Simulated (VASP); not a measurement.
# Al (a cell with a defect) in VASP: a series of runs

Al (a cell with a defect) is run at these levels: PBEsol; tasks: single point.

Everything below comes from runs of VASP 6.6.1. Logs are shortened: lines on timing, memory, paths and dates and some standing lists are left out, and cuts for length are marked.

### Step 1. The cell of the first run

The cell holds a defect, 33 atoms: a = 8.100 Å, b = 8.100 Å, c = 8.100 Å, α = 90.00°, β = 90.00°, γ = 90.00°.

### Step 2. Single point, PBEsol

File INCAR:

```
SYSTEM = Al
ALGO = Normal
EDIFF = 1E-6
ENCUT = 520
GGA = PS
ISIF = 2
ISMEAR = 0
LASPH = .True.
LCHARG = .True.
LELF = .True.
LREAL = Auto
LVHAR = .True.
LWAVE = .False.
NBANDS = 72
NELM = 100
PREC = Accurate
SIGMA = 0.05
```

File KPOINTS:

```
k-points
0
Gamma
  3 3 3
  0 0 0
```

File POSCAR:

```
Al
1.0
    8.1000000000      0.0000000000      0.0000000000
    0.0000000000      8.1000000000      0.0000000000
    0.0000000000      0.0000000000      8.1000000000
Al
33
Direct
    0.4918959259      0.0081161728      0.0067334568
    0.7507937037      0.2498443210     -0.0099630864
    0.7507648148     -0.0135491358      0.2489627160
    0.0073180247      0.0069613580      0.0056181481
    0.2488853086      0.2508002469     -0.0814923457
    0.4927528395      0.4923943210      0.0059030864
    0.7493828395      0.7504265432     -0.0019675309
    0.2487875309     -0.0569271605      0.2586955556
    0.5576844444      0.2508749383      0.2586920988
    0.7507567901      0.5141659259      0.2489564198
    0.5007154321     -0.0007203704      0.4996601235
    0.7507664198      0.2498269136      0.5163698765
    0.7493600000     -0.0046849383      0.7551280247
    0.0064101235      0.4936002469      0.0047637037
    0.2501601235      0.7493696296     -0.0099403704
   -0.0516090123      0.2508782716      0.2586553086
    0.2487840741      0.5523023457      0.2586703704
    0.5133741975      0.7493904938      0.2489640741
   -0.0014818519     -0.0016996296      0.5007635802
    0.2489551852      0.2507495062      0.5345912346
    0.5014502469      0.5012266667      0.5004914815
    0.7493618519      0.7504433333      0.5066185185
    0.2501737037     -0.0158516049      0.7443370370
    0.5157055556      0.2498340741      0.7443302469
    0.7493501235      0.5050227160      0.7551466667
   -0.0142877778      0.7493986420      0.2489548148
   -0.0022066667      0.5021959259      0.5015637037
    0.2501837037      0.7493906173      0.5163527160
   -0.0165429630      0.2498369136      0.7443750617
    0.2501709877      0.5164102469      0.7443716049
    0.5045767901      0.7504429630      0.7551246914
   -0.0051216049      0.7504528395      0.7551479012
    0.2542297531      0.2467939506      0.2176502469
```

Potentials or basis: VASP PAW PBE potentials, release 64 (Al).

Command:

```console
> cat potpaw_PBE.64/Al/POTCAR > POTCAR
> mpirun -np 1 vasp_std > vasp.out
```

OUTCAR:

```text
SYSTEM = Al
   EDIFF = 1E-6
   ENCUT = 520
   GGA = PS
   ISIF = 2
   ISMEAR = 0
   LASPH = .True.
   LREAL = Auto
   NELM = 100
   PREC = Accurate

 ion  position               nearest neighbor table
   1  0.492  0.008  0.007-  15 2.87   5 2.87   2 2.87  18 2.88   3 2.88   9 2.88   8 2.88  24 2.90
                            23 2.90  13 2.92  31 2.92   7 2.95  33 3.22
   2  0.751  0.250  0.990-   9 2.68  16 2.70  29 2.74  24 2.75  13 2.81  25 2.81  14 2.86   4 2.86
                             6 2.87   1 2.87   3 2.99  10 3.00
   3  0.751  0.986  0.249-   9 2.65  16 2.68  26 2.70  18 2.72   7 2.79  22 2.83  19 2.86   4 2.87
                            11 2.87   1 2.88   2 2.99  12 3.04
   4  0.007  0.007  0.006-   2 2.86   5 2.87   3 2.87  15 2.87  26 2.88   8 2.88  16 2.89  23 2.90
                            29 2.90  32 2.91  13 2.91   7 2.95  33 3.27
   5  0.249  0.251  0.919-  33 2.42  29 2.57  30 2.57  23 2.58  24 2.58  14 2.87   4 2.87   6 2.87
                             1 2.87  20 3.11
   6  0.493  0.492  0.006-  15 2.87   5 2.87  18 2.87   2 2.87  10 2.88   9 2.88  17 2.89  24 2.90
                            30 2.90  25 2.91  31 2.92   7 2.95  33 3.26
   7  0.749  0.750  0.998-  18 2.79   3 2.79  10 2.79  26 2.79  31 2.79  13 2.79  25 2.80  32 2.80
                            14 2.94   4 2.95   6 2.95   1 2.95
   8  0.249  0.943  0.259-  33 2.48  28 2.61  26 2.65  18 2.66  15 2.68  19 2.86  11 2.86   4 2.88
                             1 2.88  17 3.17  20 3.35
   9  0.558  0.251  0.259-  33 2.48  12 2.61  10 2.65   3 2.65   2 2.68  21 2.86  11 2.86   6 2.88
[... 7 lines left out ...]
  13  0.749  0.995  0.755-   7 2.79  24 2.80  29 2.80  31 2.80   2 2.81  32 2.81  22 2.83  12 2.83
                            19 2.88  11 2.89   4 2.91   1 2.92
  14  0.006  0.494  0.005-   2 2.86  15 2.86   5 2.87  10 2.87  26 2.87  17 2.88  16 2.88  30 2.90
                            29 2.90  32 2.90  25 2.90   7 2.94  33 3.32
  15  0.250  0.749  0.990-   8 2.68  17 2.70  30 2.74  23 2.75  31 2.81  32 2.81  14 2.86   6 2.87
                             4 2.87   1 2.87  18 2.99  26 3.00
  16  0.948  0.251  0.259-  33 2.50  12 2.63  10 2.67   3 2.68   2 2.70  27 2.86  19 2.86  14 2.88
                             4 2.89   9 3.16  20 3.30
  17  0.249  0.552  0.259-  33 2.50  28 2.63  26 2.66  18 2.67  15 2.70  27 2.86  21 2.86  14 2.88
                             6 2.89   8 3.17  20 3.31
  18  0.513  0.749  0.249-   8 2.66  17 2.67  10 2.71   3 2.72   7 2.79  22 2.83  21 2.86  11 2.87
                             6 2.87   1 2.88  15 2.99  28 3.04
  19  0.999  0.998  0.501-  29 2.84  23 2.84  22 2.85   8 2.86  12 2.86  16 2.86   3 2.86  26 2.87
                            28 2.87  32 2.88  13 2.88  20 2.89
  20  0.249  0.251  0.535-  33 2.57  29 2.74  30 2.74  23 2.75  24 2.75  27 2.89  19 2.89  21 2.89
                            11 2.90   5 3.11  16 3.30  17 3.31   8 3.35   9 3.35
  21  0.501  0.501  0.500-  30 2.84  24 2.84  22 2.85   9 2.86  17 2.86  28 2.86  18 2.86  10 2.87
                            12 2.87  25 2.88  31 2.89  20 2.89
  22  0.749  0.750  0.507-  31 2.83  13 2.83  25 2.83  32 2.83  18 2.83   3 2.83  10 2.83  26 2.83
                            27 2.85  19 2.85  21 2.85  11 2.85
  23  0.250  0.984  0.744-   5 2.58  28 2.65  20 2.75  15 2.75  31 2.80  32 2.80  19 2.84  11 2.84
                             4 2.90   1 2.90  24 3.04  29 3.05
  24  0.516  0.250  0.744-   5 2.58  12 2.65  20 2.75   2 2.75  13 2.80  25 2.80  21 2.84  11 2.84
                             6 2.90   1 2.90  23 3.04  30 3.05
  25  0.749  0.505  0.755-   7 2.80  24 2.80  29 2.81  31 2.81   2 2.81  32 2.81  22 2.83  12 2.83
                            27 2.88  21 2.88  14 2.90   6 2.91
  26  0.986  0.749  0.249-   8 2.65  17 2.66  10 2.69   3 2.70   7 2.79  22 2.83  27 2.86  14 2.87
                            19 2.87   4 2.88  15 3.00  28 3.05
  27  0.998  0.502  0.502-  29 2.84  30 2.84  22 2.85  17 2.86  16 2.86  12 2.86  10 2.86  28 2.86
                            26 2.86  32 2.87  25 2.88  20 2.89
  28  0.250  0.749  0.516-   8 2.61  17 2.63  30 2.64  23 2.65  31 2.83  32 2.83  21 2.86  27 2.86
                            11 2.87  19 2.87  18 3.04  26 3.05
  29  0.983  0.250  0.744-   5 2.57  12 2.64   2 2.74  20 2.74  13 2.80  25 2.81  19 2.84  27 2.84
                            14 2.90   4 2.90  23 3.05  30 3.05
  30  0.250  0.516  0.744-   5 2.57  28 2.64  20 2.74  15 2.74  31 2.80  32 2.81  21 2.84  27 2.84
                            14 2.90   6 2.90  24 3.05  29 3.05
  31  0.505  0.750  0.755-   7 2.79  23 2.80  30 2.80  13 2.80  15 2.81  25 2.81  22 2.83  28 2.83
                            21 2.89  11 2.89   6 2.92   1 2.92
  32  0.995  0.750  0.755-   7 2.80  23 2.80  30 2.81  13 2.81  15 2.81  25 2.81  22 2.83  28 2.83
                            27 2.87  19 2.88  14 2.90   4 2.91
  33  0.254  0.247  0.218-   5 2.42   9 2.48   8 2.48  17 2.50  16 2.50  20 2.57   1 3.22   6 3.26
                             4 3.27  14 3.32

  LATTYP: Found a simple cubic cell.
 ALAT       =     8.1000000000

  Lattice vectors:

 A1 = (   8.1000000000,   0.0000000000,   0.0000000000)
 A2 = (   0.0000000000,   8.1000000000,   0.0000000000)
 A3 = (   0.0000000000,   0.0000000000,   8.1000000000)

Analysis of symmetry for initial positions (statically):
=====================================================================
 Subroutine PRICEL returns:
 Original cell was already a primitive cell.

 Routine SETGRP: Setting up the symmetry group for a
 simple cubic supercell.

 Subroutine GETGRP returns: Found  1 space group operations
[... 143 lines left out ...]
 -0.333333  0.333333  0.000000      2.000000
 -0.333333  0.000000  0.333333      2.000000
  0.000000 -0.333333  0.333333      2.000000
  0.333333  0.333333  0.333333      2.000000
 -0.333333  0.333333  0.333333      2.000000
 -0.333333 -0.333333  0.333333      2.000000
  0.333333 -0.333333  0.333333      2.000000
   k-points           NKPTS =     14   k-points in BZ     NKDIM =     14   number of bands    NBANDS=     72
   number of dos      NEDOS =    301   number of ions     NIONS =     33
   total plane-waves  NPLWV = 216000
   dimension x,y,z NGX =    60 NGY =   60 NGZ =   60
   dimension x,y,z NGXF=   120 NGYF=  120 NGZF=  120
   ions per type =              33
   NGX,Y,Z   is equivalent  to a cutoff of  12.31, 12.31, 12.31 a.u.
   NGXF,Y,Z  is equivalent  to a cutoff of  24.63, 24.63, 24.63 a.u.
 SYSTEM =  Al
   PREC   = accura    normal or accurate (medium, high low for compatibility)
   ISTART =      0    job   : 0-new  1-cont  2-samecut
   ICHARG =      2    charge: 1-file 2-atom 10-const
   ISPIN  =      1    spin polarized calculation?
   LNONCOLLINEAR =      F non collinear calculations
   LSORBIT =      F    spin-orbit coupling
   LASPH  =      T    aspherical Exc in radial PAW
   ENCUT  =  520.0 eV  38.22 Ry    6.18 a.u.  15.06 15.06 15.06*2*pi/ulx,y,z
   NELM   =    100;   NELMIN=  2; NELMDL= -5     # of ELM steps
   EDIFF  = 0.1E-05   stopping-criterion for ELM
   LREAL  =      T    real-space projection
   EDIFFG = 0.1E-04   stopping-criterion for IOM
   NSW    =      0    number of steps for IOM
   IBRION =     -1    ionic relax: 0-MD 1-quasi-New 2-CG
   NFREE  =      0    steps in history (QN), initial steepest desc. (CG)
   ISIF   =      2    stress and relaxation
   ISYM   =      2    0-nonsym 1-usesym 2-fastsym
   POTIM  = 0.5000    time-step for ionic-motion
   TEBEG  =    0.0;   TEEND  =   0.0 temperature during run
   PSTRESS=    0.0 pullay stress
   NELECT =      99.0000    total number of electrons
   NUPDOWN=      -1.0000    fix difference up-down
   EMIN   =  10.00;   EMAX   =-10.00  energy-range for DOS
   EFERMI =   0.00;   METHOD = LEGACY
   ISMEAR =     0;   SIGMA  =   0.05  broadening in eV -4-tet -1-fermi 0-gaus
   EFERMI_NEDOS =   21; number of points for ismear=-14 and -15
   IALGO  =     38    algorithm
   IMIX   =      4    mixing-type and parameters
     AMIX     =   0.40;   BMIX     =  1.00
     AMIX_MAG =   1.60;   BMIX_MAG =  1.00
  volume/ion in A,a.u.               =      16.10       108.68
  Fermi-wavevector in a.u.,A,eV,Ry     =   0.934978  1.766853 11.894002  0.874184
  Thomas-Fermi vector in A             =   2.061839
   LORBIT       =      0    0 simple, 1 ext, 2 COOP (PROOUT), +10 PAW based schemes
   GGA     = PS    functional components
   LHFCALC =     F    Hartree Fock is set to
   AEXX    =    0.0000 exact exchange contribution
   IVDW    =     0    specifies the selected vdW correction
   LEPSILON=     F    determine dielectric tensor
   LRPA    =     F    only Hartree local field effects (RPA)
 non-spin polarized calculation
 Gauss-broadening in eV      SIGMA  =   0.05
  energy-cutoff  :      520.00
  volume of cell :      531.44
 maximum number of plane-waves:     14358
   NGX = 31   NGY = 31   NGZ = 31

 number of electron      98.9999999 magnetization

 Free energy of the ion-electron system (eV)
  ---------------------------------------------------
  ext. energy  EPLUGINS =         0.00000000
  ---------------------------------------------------
  free energy    TOTEN  =      -133.02903586 eV

  energy without entropy =     -133.01685682  energy(sigma->0) =     -133.02294634

 E-fermi :   8.2337     XC(G=0): -10.3350

 val. band max:        8.2188875800   @ k =   0.3333   0.3333   0.0000
 cond. band min:       8.2348760907   @ k =  -0.3333   0.0000   0.3333
 fundamental gap:      0.0159885107
 Fermi energy:         8.2337473710

 k-point     1 :       0.0000    0.0000    0.0000
  band No.  band energies     occupation
      1      -3.1268      2.00000
      2      -1.1309      2.00000
      3      -1.1178      2.00000
      4      -0.8717      2.00000
      5      -0.7374      2.00000
      6      -0.7374      2.00000
[... 885 lines left out ...]
     60       9.7930      0.00000
     61       9.8075      0.00000
 [bands above 61 left out]

------------------------ aborting loop because EDIFF is reached ----------------------------------------

  FORCE on cell =-STRESS in cart. coord.  units (eV):
  Direction    XX          YY          ZZ          XY          YZ          ZX
  --------------------------------------------------------------------------------------
  -------------------------------------------------------------------------------------
  Total       10.3656207     10.3546796     11.9182824      0.0063323     -0.0637229      0.0883702
  in kB       31.2500589     31.2170739     35.9309913      0.0190904     -0.1921106      0.2664168
  external PRESSURE =      32.7993747 kB  Pullay stress =       0.0000000 kB

 VOLUME and BASIS-vectors are now :
 -----------------------------------------------------------------------------
  energy-cutoff  :      520.00
  volume of cell :      531.44
      direct lattice vectors                 reciprocal lattice vectors
     8.100000000  0.000000000  0.000000000     0.123456790  0.000000000  0.000000000
     0.000000000  8.100000000  0.000000000     0.000000000  0.123456790  0.000000000
     0.000000000  0.000000000  8.100000000     0.000000000  0.000000000  0.123456790

 POSITION                                       TOTAL-FORCE (eV/Angst)
 -----------------------------------------------------------------------------------
      3.98436      0.06574      0.05454         0.001876     -0.001851     -0.008014
      6.08143      2.02374      8.01930         0.001989      0.001417      0.000348
      6.08119      7.99025      2.01660        -0.000157      0.004719      0.000682
      0.05928      0.05639      0.04551        -0.001451     -0.002641     -0.004874
      2.01597      2.03148      7.43991        -0.002068      0.000762     -0.003335
      3.99130      3.98839      0.04781         0.002519      0.001610     -0.006500
[... 25 lines left out ...]
      8.05852      6.07867      6.11670        -0.002911     -0.001300      0.001058
      2.05926      1.99903      1.76297        -0.008008      0.003973      0.004075
 -----------------------------------------------------------------------------------
    total drift:                                0.012350     -0.015301     -0.016490

  FREE ENERGIE OF THE ION-ELECTRON SYSTEM (eV)
  ---------------------------------------------------
  free  energy   TOTEN  =      -133.0290358596 eV

  energy  without entropy=     -133.0168568155  energy(sigma->0) =     -133.02294634
```

Run time: 18 min. Hardware: 1 thread of Intel Xeon 8259CL, shared host; peak memory 0.65 GiB.

Results:

| Quantity | Value |
| --- | --- |
| Free energy | -133.0290 eV |
| Pressure | 3.3 GPa |
| Largest force | 0.014 eV/Å |
| Band gap on the k mesh | zero (an odd number of electrons rules out a gap without spin polarisation) |

Forces in eV/Å, atoms in the order of the input:
```
Al   0.002 -0.002 -0.008
Al   0.002  0.001  0.000
Al   0.000  0.005  0.001
Al  -0.001 -0.003 -0.005
Al  -0.002  0.001 -0.003
Al   0.003  0.002 -0.006
Al  -0.002  0.002 -0.007
Al   0.006  0.004  0.000
Al  -0.003 -0.006  0.000
Al   0.001 -0.004 -0.001
Al   0.004 -0.004 -0.003
Al   0.007 -0.001 -0.005
Al   0.001 -0.002  0.000
Al  -0.002  0.003 -0.002
Al   0.000 -0.002  0.000
Al  -0.001 -0.002  0.001
Al   0.003  0.001  0.001
Al  -0.003 -0.001  0.001
Al  -0.002 -0.002  0.002
Al  -0.004  0.002  0.013
Al   0.004  0.003  0.001
Al  -0.002  0.001  0.003
Al  -0.002 -0.002  0.003
Al   0.000  0.001  0.003
Al   0.001  0.003  0.001
Al   0.004 -0.001 -0.001
Al  -0.002  0.002  0.002
Al   0.001 -0.005 -0.003
Al  -0.003  0.000  0.005
Al   0.000  0.004  0.004
Al   0.001  0.000  0.000
Al  -0.003 -0.001  0.001
Al  -0.008  0.004  0.004
```

Stress tensor (GPa, compression positive):
```
 3.13  0.00  0.03
 0.00  3.12 -0.02
 0.03 -0.02  3.59
```

Caveat: the PAW data sets were made with another functional, which shifts forces and pressure a little.

### Step 3. Single point, PBEsol

File INCAR:

```
ALGO = Normal
EDIFF = 1E-6
ENCUT = 520
GGA = PS
ISIF = 2
ISMEAR = 0
LASPH = T
LCHARG = F
LREAL = Auto
LWAVE = F
NBANDS = 72
NELM = 60
PREC = Accurate
SIGMA = 0.05
```

File KPOINTS:

```
k-points
0
Gamma
  3 3 3
```

POSCAR is that of step 2.

Potentials or basis: VASP PAW PBE potentials, release 64 (Al).

Command:

```console
> cat potpaw_PBE.64/Al/POTCAR > POTCAR
> mpirun -np 1 vasp_std > vasp.out
```

Wall time 5.7 min (1 thread of AMD EPYC 9R45 (Zen 5), shared host); peak memory 0.61 GiB.

It converged, with:

* Free energy: -133.0290 eV
* Pressure: 3.3 GPa
* Largest force: 0.014 eV/Å
* Band gap on the k mesh: zero (an odd number of electrons rules out a gap without spin polarisation)

Forces on the atoms (eV/Å):
```
Al   0.002 -0.002 -0.008
Al   0.002  0.001  0.000
Al   0.000  0.005  0.001
Al  -0.001 -0.003 -0.005
Al  -0.002  0.001 -0.003
Al   0.003  0.002 -0.006
Al  -0.002  0.002 -0.007
Al   0.006  0.004  0.000
Al  -0.003 -0.006  0.000
Al   0.001 -0.004 -0.001
Al   0.004 -0.004 -0.003
Al   0.007 -0.001 -0.005
Al   0.001 -0.002  0.000
Al  -0.002  0.003 -0.002
Al   0.000 -0.002  0.000
Al  -0.001 -0.002  0.001
Al   0.003  0.001  0.001
Al  -0.003 -0.001  0.001
Al  -0.002 -0.002  0.002
Al  -0.004  0.002  0.013
Al   0.004  0.003  0.001
Al  -0.002  0.001  0.003
Al  -0.002 -0.002  0.003
Al   0.000  0.001  0.003
Al   0.001  0.003  0.001
Al   0.004 -0.001 -0.001
Al  -0.002  0.002  0.002
Al   0.001 -0.005 -0.003
Al  -0.003  0.000  0.005
Al   0.000  0.004  0.004
Al   0.001  0.000  0.000
Al  -0.003 -0.001  0.001
Al  -0.008  0.004  0.004
```

Stress tensor (GPa, compression positive):
```
 3.13  0.00  0.03
 0.00  3.12 -0.02
 0.03 -0.02  3.59
```

Levels at points of the mesh, in eV from the Fermi level:
```tsv
k point	band 47	band 48	band 49	band 50	band 51	band 52
(0.00, 0.00, 0.00)	-0.49	-0.15	0.15	0.17	0.17	0.34
```

Caveat: the PAW data sets were made with another functional, which shifts forces and pressure a little.
